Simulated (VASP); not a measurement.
# HfSiO4 (I4_1/amd) in VASP: a series of runs

HfSiO4 is run at these levels: PBE; tasks: relaxation of cell and atoms, relaxation of the atoms.

Program: VASP 6.6.1. These are calculated values, not measurements. Logs are shortened: lines on timing, memory, paths and dates and some standing lists are left out, and cuts for length are marked.

**1. The cell of the first run**

The structure is tetragonal, space group I4_1/amd (No. 141). Conventional cell: a = 6.572 Å, b = 6.572 Å, c = 5.963 Å, α = 90.00°, β = 90.00°, γ = 90.00°. Hf (site symmetry -4m2) has 8 O at 2.11 to 2.26 Å within 2.8 Å. Si (site symmetry -4m2) has 4 O at 1.62 Å within 2.2 Å. Within 2.3 Å of O (site symmetry m) lie 1 Si at 1.62 Å and 2 Hf at 2.11 to 2.26 Å.

**2. Relaxation of cell and atoms, PBE, target pressure 2 GPa, at which the enthalpy is minimised**

File INCAR:

```
SYSTEM = HfSiO4
  ALGO = Normal
  EDIFF = 1E-6
  EDIFFG = -0.01
  ENCUT = 600
  GGA = PE
  IBRION = 2
  ISIF = 3
  ISMEAR = -1
  LASPH = .True.
  LCHARG = .False.
  LREAL = .False.
  LWAVE = .False.
  NELM = 60
  NSW = 60
  PREC = Accurate
  PSTRESS = 20.0
  SIGMA = 0.05
```

File KPOINTS:

```
k-points
0
Gamma
  5 5 5
  0 0 0
```

File POSCAR:

```
HfSiO4
1.0
   -3.2862500000      3.2862500000      2.9816000000
    3.2862500000     -3.2862500000      2.9816000000
    3.2862500000      3.2862500000     -2.9816000000
Hf Si O
2 2 8
Direct
    0.0000000000      0.0000000000      0.0000000000
    0.7500000000      0.2500000000      0.5000000000
    0.5000000000      0.5000000000      0.0000000000
    0.2500000000      0.7500000000      0.5000000000
    0.6802000000      0.4957000000      0.8155000000
    0.2457000000      0.9302000000      0.3155000000
    0.6802000000      0.8647000000      0.1845000000
    0.6147000000      0.9302000000      0.6845000000
    0.0698000000      0.3853000000      0.3155000000
    0.5043000000      0.3198000000      0.1845000000
    0.0698000000      0.7543000000      0.6845000000
    0.1353000000      0.3198000000      0.8155000000
```

Potentials or basis: VASP PAW PBE potentials, release 64 (Hf_pv, Si, O).

On the command line:

```sh
cat potpaw_PBE.64/Hf_pv/POTCAR potpaw_PBE.64/Si/POTCAR potpaw_PBE.64/O/POTCAR > POTCAR
mpirun -np 1 vasp_std > vasp.out
```

OUTCAR:

```text
SYSTEM = HfSiO4
   EDIFF = 1E-6
   EDIFFG = -0.01
   ENCUT = 600
   GGA = PE
   IBRION = 2
   ISIF = 3
   ISMEAR = -1
   LASPH = .True.
   LREAL = .False.
   NELM = 60
   NSW = 60
   PREC = Accurate
   PSTRESS = 20.0

 ion  position               nearest neighbor table
   1  0.000  0.000  0.000-   6 2.11   8 2.11   9 2.11  11 2.11   7 2.26  10 2.26  12 2.26   5 2.26
                             3 2.98   3 2.98   2 3.61   2 3.61   2 3.61   2 3.61
   2  0.750  0.250  0.500-   5 2.11   7 2.11  10 2.11  12 2.11   9 2.26  11 2.26   8 2.26   6 2.26
                             4 2.98   4 2.98   1 3.61   1 3.61   1 3.61   1 3.61
   3  0.500  0.500  0.000-   5 1.62   7 1.62  10 1.62  12 1.62   1 2.98   1 2.98
   4  0.250  0.750  0.500-   6 1.62   8 1.62   9 1.62  11 1.62   2 2.98   2 2.98
   5  0.680  0.496  0.816-   3 1.62   2 2.11   1 2.26
   6  0.246  0.930  0.316-   4 1.62   1 2.11   2 2.26
   7  0.680  0.865  0.184-   3 1.62   2 2.11   1 2.26
   8  0.615  0.930  0.684-   4 1.62   1 2.11   2 2.26
   9  0.070  0.385  0.316-   4 1.62   1 2.11   2 2.26
  10  0.504  0.320  0.184-   3 1.62   2 2.11   1 2.26
  11  0.070  0.754  0.684-   4 1.62   1 2.11   2 2.26
  12  0.135  0.320  0.816-   3 1.62   2 2.11   1 2.26

  LATTYP: Found a body centered tetragonal cell.
 ALAT       =     6.5725000000
 C/A-ratio  =     0.9072955496

  Lattice vectors:

 A1 = (  -3.2862500000,   3.2862500000,   2.9816000000)
 A2 = (   3.2862500000,  -3.2862500000,   2.9816000000)
 A3 = (   3.2862500000,   3.2862500000,  -2.9816000000)

Analysis of symmetry for initial positions (statically):
=====================================================================
 Subroutine PRICEL returns:
 Original cell was already a primitive cell.

 Routine SETGRP: Setting up the symmetry group for a
 body centered tetragonal supercell.

 Subroutine GETGRP returns: Found 16 space group operations
 (whereof  8 operations were pure point group operations)
 out of a pool of 16 trial point group operations.

The static configuration has the point symmetry D_2d.
 The point group associated with its full space group is D_4h.

Analysis of symmetry for dynamics (positions and initial velocities):
=====================================================================
 Subroutine PRICEL returns:
 Original cell was already a primitive cell.

 Routine SETGRP: Setting up the symmetry group for a
 body centered tetragonal supercell.

 Subroutine GETGRP returns: Found 16 space group operations
 (whereof  8 operations were pure point group operations)
 out of a pool of 16 trial point group operations.

The dynamic configuration has the point symmetry D_2d.
 The point group associated with its full space group is D_4h.

 Subroutine INISYM returns: Found 16 space group operations
 (whereof  8 operations are pure point group operations),
 and found     1 'primitive' translations

----------------------------------------------------------------------------------------

                                     Primitive cell

  volume of cell :     128.7984

  direct lattice vectors                    reciprocal lattice vectors
    -3.286250000  3.286250000  2.981600000     0.000000000  0.152149106  0.167695197
     3.286250000 -3.286250000  2.981600000     0.152149106  0.000000000  0.167695197
     3.286250000  3.286250000 -2.981600000     0.152149106  0.152149106  0.000000000

  length of vectors
     5.521667926  5.521667926  5.521667926     0.226431070  0.226431070  0.215171329

  position of ions in fractional coordinates (direct lattice)
     0.000000000  0.000000000  0.000000000
     0.750000000  0.250000000  0.500000000
     0.500000000  0.500000000  0.000000000
     0.250000000  0.750000000  0.500000000
     0.680200000  0.495700000  0.815500000
     0.245700000  0.930200000  0.315500000
     0.680200000  0.864700000  0.184500000
     0.614700000  0.930200000  0.684500000
     0.069800000  0.385300000  0.315500000
     0.504300000  0.319800000  0.184500000
     0.069800000  0.754300000  0.684500000
     0.135300000  0.319800000  0.815500000

  ion indices of the primitive-cell ions
   primitive index   ion index
                 1           1
                 2           2
                 3           3
                 4           4
                 5           5
                 6           6
                 7           7
                 8           8
                 9           9
                10          10
                11          11
                12          12

----------------------------------------------------------------------------------------

 KPOINTS: k-points

Automatic generation of k-mesh.
 Grid dimensions read from file:
 generate k-points for:    5    5    5

 Generating k-lattice:

  Cartesian coordinates                     Fractional coordinates (reciprocal lattice)
     0.000000000  0.030429821  0.033539039     0.200000000 -0.000000000  0.000000000
     0.030429821  0.000000000  0.033539039    -0.000000000  0.200000000  0.000000000
     0.030429821  0.030429821  0.000000000     0.000000000  0.000000000  0.200000000

  Length of vectors
     0.045286214  0.045286214  0.043034266

  Shift w.r.t. Gamma in fractional coordinates (k-lattice)
     0.000000000  0.000000000  0.000000000

 Subroutine IBZKPT returns following result:
 ===========================================

 Found     18 irreducible k-points:

 Following reciprocal coordinates:
            Coordinates               Weight
  0.000000  0.000000  0.000000      1.000000
  0.200000 -0.000000  0.000000      8.000000
  0.400000 -0.000000  0.000000      8.000000
  0.200000  0.200000  0.000000      8.000000
  0.400000  0.200000  0.000000     16.000000
 -0.400000  0.200000 -0.000000     16.000000
[... 10 lines left out ...]
 -0.400000  0.400000  0.400000      4.000000
 -0.400000 -0.400000  0.400000      2.000000
   k-points           NKPTS =     18   k-points in BZ     NKDIM =     18   number of bands    NBANDS=     45
   number of dos      NEDOS =    301   number of ions     NIONS =     12
   total plane-waves  NPLWV = 110592
   dimension x,y,z NGX =    48 NGY =   48 NGZ =   48
   dimension x,y,z NGXF=    96 NGYF=   96 NGZF=   96
   ions per type =               2   2   8
   NGX,Y,Z   is equivalent  to a cutoff of  14.45, 14.45, 14.45 a.u.
   NGXF,Y,Z  is equivalent  to a cutoff of  28.90, 28.90, 28.90 a.u.
 SYSTEM =  HfSiO4
   PREC   = accura    normal or accurate (medium, high low for compatibility)
   ISTART =      0    job   : 0-new  1-cont  2-samecut
   ICHARG =      2    charge: 1-file 2-atom 10-const
   ISPIN  =      1    spin polarized calculation?
   LNONCOLLINEAR =      F non collinear calculations
   LSORBIT =      F    spin-orbit coupling
   LASPH  =      T    aspherical Exc in radial PAW
   ENCUT  =  600.0 eV  44.10 Ry    6.64 a.u.  11.03 11.03 11.03*2*pi/ulx,y,z
   NELM   =     60;   NELMIN=  2; NELMDL= -5     # of ELM steps
   EDIFF  = 0.1E-05   stopping-criterion for ELM
   LREAL  =      F    real-space projection
   EDIFFG = -.1E-01   stopping-criterion for IOM
   NSW    =     60    number of steps for IOM
   IBRION =      2    ionic relax: 0-MD 1-quasi-New 2-CG
   NFREE  =      1    steps in history (QN), initial steepest desc. (CG)
   ISIF   =      3    stress and relaxation
   ISYM   =      2    0-nonsym 1-usesym 2-fastsym
   POTIM  = 0.5000    time-step for ionic-motion
   TEBEG  =    0.0;   TEEND  =   0.0 temperature during run
   PSTRESS=   20.0 pullay stress
   NELECT =      76.0000    total number of electrons
   NUPDOWN=      -1.0000    fix difference up-down
   EMIN   =  10.00;   EMAX   =-10.00  energy-range for DOS
   EFERMI =   0.00;   METHOD = LEGACY
   ISMEAR =    -1;   SIGMA  =   0.05  broadening in eV -4-tet -1-fermi 0-gaus
   EFERMI_NEDOS =   21; number of points for ismear=-14 and -15
   IALGO  =     38    algorithm
   IMIX   =      4    mixing-type and parameters
     AMIX     =   0.40;   BMIX     =  1.00
     AMIX_MAG =   1.60;   BMIX_MAG =  1.00
  volume/ion in A,a.u.               =      10.73        72.43
  Fermi-wavevector in a.u.,A,eV,Ry     =   1.373122  2.594825 25.653301  1.885464
  Thomas-Fermi vector in A             =   2.498668
   LORBIT       =      0    0 simple, 1 ext, 2 COOP (PROOUT), +10 PAW based schemes
   GGA     = PE    functional components
   LHFCALC =     F    Hartree Fock is set to
   AEXX    =    0.0000 exact exchange contribution
   IVDW    =     0    specifies the selected vdW correction
   LEPSILON=     F    determine dielectric tensor
   LRPA    =     F    only Hartree local field effects (RPA)
 conjugate gradient relaxation of ions
 non-spin polarized calculation
  energy-cutoff  :      600.00
  volume of cell :      128.80
 maximum number of plane-waves:      4316
 NGX is ok and might be reduce to    48
   NGX = 23   NGY = 23   NGZ = 23

--------------------------------------- Ionic step        1  -------------------------------------------

 number of electron      76.0000006 magnetization

 Free energy of the ion-electron system (eV)
  ---------------------------------------------------
  ext. energy  EPLUGINS =         0.00000000
  ---------------------------------------------------
  free energy    TOTEN  =      -108.62490662 eV

  energy without entropy =     -108.62490662  energy(sigma->0) =     -108.62490662

------------------------ aborting loop because EDIFF is reached ----------------------------------------

  FORCE on cell =-STRESS in cart. coord.  units (eV):
  Direction    XX          YY          ZZ          XY          YZ          ZX
  --------------------------------------------------------------------------------------
  -------------------------------------------------------------------------------------
  Total        4.1332149      4.1332149      5.0456457      0.0000000     -0.0000000      0.0000000
  in kB       51.4147824     51.4147824     62.7648893      0.0000000     -0.0000000      0.0000000
  external PRESSURE =      35.1981514 kB  Pullay stress =      20.0000000 kB
[... 273 lines left out ...]
  enthalpy is  TOTEN    =      -107.0499905817 eV   P V=        1.6271983688

--------------------------------------- Ionic step        7  -------------------------------------------

 number of electron      76.0000009 magnetization

 Free energy of the ion-electron system (eV)
  ---------------------------------------------------
  ext. energy  EPLUGINS =         0.00000000
  ---------------------------------------------------
  free energy    TOTEN  =      -108.67684349 eV

  energy without entropy =     -108.67684349  energy(sigma->0) =     -108.67684349

 E-fermi :   4.3307     XC(G=0): -11.0385

 val. band max:        3.2131257589   @ k =   0.0000   0.0000   0.0000
 cond. band min:       8.5993167590   @ k =   0.2000   0.2000   0.2000
 fundamental gap:      5.3861910001
 Fermi energy:         4.3307304575

 k-point     1 :       0.0000    0.0000    0.0000
  band No.  band energies     occupation
      1     -26.1309      2.00000
      2     -26.1309      2.00000
      3     -26.0602      2.00000
      4     -26.0494      2.00000
      5     -25.9588      2.00000
      6     -25.9588      2.00000
[... 892 lines left out ...]
  FREE ENERGIE OF THE ION-ELECTRON SYSTEM (eV)
  ---------------------------------------------------
  free  energy   TOTEN  =      -108.6768434942 eV

  energy  without entropy=     -108.6768434942  energy(sigma->0) =     -108.67684349

  enthalpy is  TOTEN    =      -107.0501468964 eV   P V=        1.6266965978

 reached required accuracy - stopping structural energy minimisation
```

Run time: 6.1 min. Hardware: 1 thread of Intel Xeon Platinum 8488C (Sapphire Rapids), shared host; peak memory 0.4 GiB.

Results:

```yaml
Free_energy: -108.6768 eV
Relaxed_volume: 10.86 Å³/atom
Relaxed_cell: a = 5.543 Å, b = 5.543 Å, c = 5.543 Å, α = 107.00°, β = 107.00°, γ = 114.54°
Space_group_after_relaxing_to_0.1_Å: I4_1/amd (No. 141)
Energy_change_on_relaxing_the_run_minimises_the_enthalpy: -4.3 meV/atom
Ionic_steps: 7
Pressure_after_relaxing: 2.0 GPa
Largest_force_after_relaxing: 0.006 eV/Å
Band_gap_on_the_k_mesh: 5.39 eV (least direct gap 5.76 eV)
```

Forces on the atoms (eV/Å):
```
Hf   0.000  0.000  0.000
Hf   0.000  0.000  0.000
Si   0.000  0.000  0.000
Si   0.000  0.000  0.000
O    0.005  0.000 -0.002
O    0.000  0.005 -0.002
O   -0.005  0.000 -0.002
O    0.000 -0.005 -0.002
O    0.005  0.000  0.002
O    0.000 -0.005  0.002
O   -0.005  0.000  0.002
O    0.000  0.005  0.002
```

Stress tensor (GPa, compression positive):
```
2.01 0.00 0.00
0.00 2.01 0.00
0.00 0.00 1.87
```

Step by step:
| step | energy change (eV) | largest force (eV/Å) | pressure (GPa) | volume (Å³) |
| --- | --- | --- | --- | --- |
| 1 | 0.0000 | 0.5263 | 5.52 | 128.80 |
| 2 | 0.0498 | 1.0491 | -4.36 | 133.24 |
| 3 | -0.0500 | 0.0449 | 2.08 | 130.21 |
| 4 | -0.0497 | 0.0393 | 2.14 | 130.18 |
| 5 | -0.0519 | 0.0241 | 1.96 | 130.32 |
| 6 | -0.0523 | 0.0263 | 1.91 | 130.35 |
| 7 | -0.0519 | 0.0059 | 1.96 | 130.31 |

Final structure:
```
CELL_PARAMETERS angstrom
-3.29704 3.29704 2.99695
3.29704 -3.29704 2.99695
3.29704 3.29704 -2.99695
ATOMIC_POSITIONS crystal
Hf 0.00000 0.00000 0.00000
Hf 0.75000 0.25000 0.50000
Si 0.50000 0.50000 0.00000
Si 0.25000 0.75000 0.50000
O 0.68147 0.49635 0.81488
O 0.24635 0.93147 0.31488
O 0.68147 0.86659 0.18512
O 0.61659 0.93147 0.68512
O 0.06853 0.38341 0.31488
O 0.50365 0.31853 0.18512
O 0.06853 0.75365 0.68512
O 0.13341 0.31853 0.81488
```

Levels at points of the mesh, in eV from the valence-band top:
```
           k point  band 35  band 36  band 37  band 38  band 39  band 40  band 41  band 42
(0.00, 0.00, 0.00)    -0.58    -0.58    -0.54     0.00     5.77     6.08     6.08     6.18
```

Caveat: the cell is relaxed towards a set pressure, so the run minimises the enthalpy, not the energy; spin-orbit coupling is left out, which moves the levels of the heavy elements; an odd mesh through Γ misses points on the zone boundary, where band edges can lie.

(Continued in part 2 of 2.)
